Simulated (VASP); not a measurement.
CaO, 32 atoms in the cell. Symmetry: Fm-3m, No. 225, cubic system. The conventional cell has a = 4.831 Å, b = 4.831 Å, c = 4.831 Å, α = 90.00°, β = 90.00°, γ = 90.00°. Within 3.2 Å of Ca (site symmetry m-3m) lie 6 O at 2.42 Å. O (site symmetry m-3m) has 6 Ca at 2.42 Å within 3.2 Å. 

- Program: VASP 6.6.1
- Task: single point
- Functional: PBE
- Potentials or basis: VASP PAW PBE potentials, release 64 (Ca_sv, O)
- Cutoff: 520 eV
- k mesh: 2 × 2 × 2, shifted
- Occupations: gaussian, width 0.01 eV
- Spin: no spin polarisation
- Dipole correction: no
- Further INCAR settings: LREAL = Auto; ALGO = Normal; EDIFF = 1e-06; NBANDS = 150

Potentials or basis: VASP PAW PBE potentials, release 64 (Ca_sv, O).

Launch:

```console
$ cat potpaw_PBE.64/Ca_sv/POTCAR potpaw_PBE.64/O/POTCAR > POTCAR
$ mpirun -np 1 vasp_std > vasp.out
```

Hardware: 1 thread of Intel(R) Xeon(R) Platinum 8559C (Emerald Rapids) (shared host).

**Question.** Estimate the wall time of this run.

**Answer.** It took 4.7 min on 1 thread of Intel(R) Xeon(R) Platinum 8559C (Emerald Rapids), on a shared host, peak memory 0.59 GiB. Counts: scf iterations 15, k points 2.
